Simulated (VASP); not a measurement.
Input of a VASP 6.6.1 run:

Contents of INCAR:

```
SYSTEM = SiGe
PREC = Accurate
ENCUT = 520
EDIFF = 1E-6
ISMEAR = 0
SIGMA = 0.03
LREAL = .False.
LASPH = .True.
NELM = 100
ALGO = Normal
ISIF = 2
LWAVE = .False.
LCHARG = .True.
GGA = CA
LELF = .True.
LVHAR = .True.
NBANDS = 26
```

The input KPOINTS:

```
regular mesh
0
Gamma
  12 12 6
  0 0 0
```

POSCAR

```
SiGe
1.0
    3.9035908171      0.0000000000      0.0000000000
   -1.9517954085      3.3806088136      0.0000000000
    0.0000000000      0.0000000000      6.4510978499
Si Ge
2 2
Direct
    0.6666666667      0.3333333333      0.8745031008
    0.3333333333      0.6666666667      0.3745031008
    0.6666666667      0.3333333333      0.5239526465
    0.3333333333      0.6666666667      0.0239526465
```

Potentials or basis: VASP PAW LDA potentials, release 64 (Si, Ge_d).

Command:

```console
$ cat potpaw_LDA.64/Si/POTCAR potpaw_LDA.64/Ge_d/POTCAR > POTCAR
$ mpirun -np 1 vasp_std > vasp.out
```

Question: Predict the band gap on the k mesh.

Answer: Zero (band 18 reaches 5.88 eV, above the bottom of band 19 at 5.65 eV).

Question: What does it give for the pressure?

Answer: -1.4 GPa.

Question: Predict the largest force.

Answer: 2.158 eV/Å.

Stress tensor (GPa, compression positive):
```
-4.65  0.00  0.00
 0.00 -4.65  0.00
 0.00  0.00  5.03
```

Caveat: forces of over 1 eV/Å act on the atoms, so gaps and moduli don't describe the material at rest.
